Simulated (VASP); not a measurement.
TaBr:

```
Ta Br
1.0
     0.00000    2.96253    2.96253
     2.96253    0.00000    2.96253
     2.96253    2.96253    0.00000
Ta Br
1 1
Cartesian
  2.9625 2.9625 2.9625
  0.0000 0.0000 0.0000
```

The cell was generated, and may not be a known phase.

| Property | Result |
| --- | --- |
| Program | VASP 6.6.1 |
| Task | relaxation of cell and atoms |
| Functional | PBE |
| Potentials or basis | VASP PAW PBE potentials, release 64 (Ta_pv, Br) |
| Cutoff | 600 eV |
| k mesh | 6 × 6 × 6 |
| Occupations | gaussian, width 0.1 eV |
| Spin | collinear spin |
| Starting moments | [1.0, 0.0] μB |

At the start: pressure -11.7 GPa; volume 26.00 Å³/atom.

Q: Where does the relaxation end?

A: Over 3 steps the energy falls by 277.7 meV/atom and the volume is 19.99 Å³/atom (-23.1 %); space group Fm-3m (No. 225, to 0.1 Å) before and after; moment 0.39 μB per cell.

Step by step:
```tsv
step	energy change (eV)	largest force (eV/Å)	pressure (GPa)	volume (Å³)
1	0.0000	0.0000	-11.74	52.00
2	-0.5488	0.0000	2.26	38.94
3	-0.5554	0.0000	-0.14	39.97
```

Final structure:
```yaml
crystal:
  lattice:
    - [0.00000, 2.71385, 2.71385]
    - [2.71385, 0.00000, 2.71385]
    - [2.71385, 2.71385, 0.00000]
  atoms:
    - { symbol: Ta, position: [0.50000, 0.50000, 0.50000] }
    - { symbol: Br, position: [0.00000, 0.00000, 0.00000] }
```

Caveat: the volume moved by over 15 % at a fixed basis, so the end points are rough; a moment this small can come from the mesh or the smearing.
